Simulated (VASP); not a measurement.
Wanted: the native input for a VASP 6.6.1 run.

- Task: single point
- Functional: PBEsol
- Potentials or basis: VASP PAW PBE potentials, release 64 (Hf_pv)
- Cutoff: 520 eV
- k mesh: 1 × 1 × 1
- Occupations: fermi-dirac, width 0.01 eV
- Spin: collinear spin, ferromagnetic start
- Starting moments: [2.0] μB
- Dipole correction: no
- Further INCAR settings: ALGO = Normal; EDIFF = 1e-06; NBANDS = 15; ISYM = 0

The structure of Hf lies in POSCAR:

```
Hf
1.0
   14.0000000000      0.0000000000      0.0000000000
    0.0000000000     14.4000000000      0.0000000000
    0.0000000000      0.0000000000     14.8000000000
Hf
1
Direct
    0.5000000000      0.5000000000      0.5000000000
```

One way to write it, as run:

INCAR

```
SYSTEM = Hf
PREC     = Accurate       ! precision mode
ENCUT    = 520            ! plane-wave cutoff, eV
EDIFF    = 1E-6           ! SCF threshold, eV
ISMEAR   = -1             ! smearing method
SIGMA    = 0.01           ! smearing width, eV
LREAL    = .False.        ! projectors in reciprocal space
LASPH    = .True.         ! aspherical terms in the spheres
NELM     = 150            ! most SCF steps
ALGO     = Normal         ! electronic algorithm
ISIF     = 2              ! what is computed and relaxed
LWAVE    = .False.        ! write WAVECAR
LCHARG   = .False.        ! write CHGCAR
ISPIN    = 2              ! spin polarisation
MAGMOM   = 2              ! initial moments
LORBIT   = 11             ! projections on sites
LMAXMIX  = 4              ! l up to which the mixer works
GGA      = PS             ! functional
ISYM     = 0            
NBANDS   = 15             ! bands
```

KPOINTS

```
Automatic mesh
0
Gamma
  1 1 1
  0 0 0
```

Potentials or basis: VASP PAW PBE potentials, release 64 (Hf_pv).

The run is started by

```bash
$ cat potpaw_PBE.64/Hf_pv/POTCAR > POTCAR
$ mpirun -np 1 vasp_gam > vasp.out
```

It gave:

* Pressure: 0.0 GPa
* Band gap on the k mesh: 0.01 eV
* Net moment: 2.00 μB per cell
* Site moments: Hf +1.35 μB
* Valence electrons inside the program's atomic spheres: Hf 7.78

Caveat: the PAW data sets were made with another functional, which shifts forces and pressure a little; spin-orbit coupling is left out, which moves the levels of the heavy elements.

Run time: 23 min on 1 thread of Intel(R) Xeon(R) Platinum 8375C CPU @ 2.90GHz (Ice Lake), with other jobs on the host, peak memory 2.9 GiB.
